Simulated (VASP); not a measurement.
Wanted: the native input for a VASP 6.6.1 run.

```
Task                   : single point
Functional             : PBE
Potentials or basis    : VASP PAW PBE potentials, release 64 (Lu, Sb, Al)
Cutoff                 : 520 eV
k mesh                 : 5 × 5 × 5
Occupations            : methfessel-paxton, width 0.0161 eV
Spin                   : no spin polarisation
Dipole correction      : no
Further INCAR settings : ALGO = Normal; EDIFF = 1e-06; NBANDS = 40
```

The structure of Lu2AlSb2 lies in POSCAR:

```
Lu2AlSb2
1.0
    0.0000000000     -0.0000003225      4.0286048165
    4.1170774983     -3.7361163165      2.0143021092
    4.1170774983      3.7361163165     -2.0143021092
Lu Sb Al
2 2 1
Direct
    0.5000000000      0.7184079740      0.7184079740
    0.5000000000      0.2815920260      0.2815920260
    0.7805495854      0.7194504146      0.2805495854
    0.2194504146      0.2805495854      0.7194504146
    0.0000000000      0.0000000000      0.0000000000
```

These files were run (other wordings do the same):

INCAR

```
SYSTEM = Lu2AlSb2
ALGO = Normal
EDIFF = 1E-6
ENCUT = 520
GGA = PE
ISIF = 2
ISMEAR = 1
LASPH = .True.
LCHARG = .True.
LELF = .True.
LREAL = .False.
LVHAR = .True.
LWAVE = .False.
NBANDS = 40
NELM = 60
PREC = Accurate
SIGMA = 0.0161
```

KPOINTS

```
k-points
0
Gamma
  5 5 5
  0 0 0
```

Potentials or basis: VASP PAW PBE potentials, release 64 (Lu, Sb, Al).

The run is started by

```console
$ cat potpaw_PBE.64/Lu/POTCAR potpaw_PBE.64/Sb/POTCAR potpaw_PBE.64/Al/POTCAR > POTCAR
$ mpirun -np 1 vasp_std > vasp.out
```

Results of the run:

The pressure is 0.2 GPa, the largest force is 0.007 eV/Å and the band gap on the k mesh is zero (an odd number of electrons rules out a gap without spin polarisation).

Caveat: spin-orbit coupling is left out, which moves the levels of the heavy elements.

Wall time 75 s on 1 thread of Intel(R) Xeon(R) 6975P-C (Granite Rapids) (shared host), peak memory 0.33 GiB.
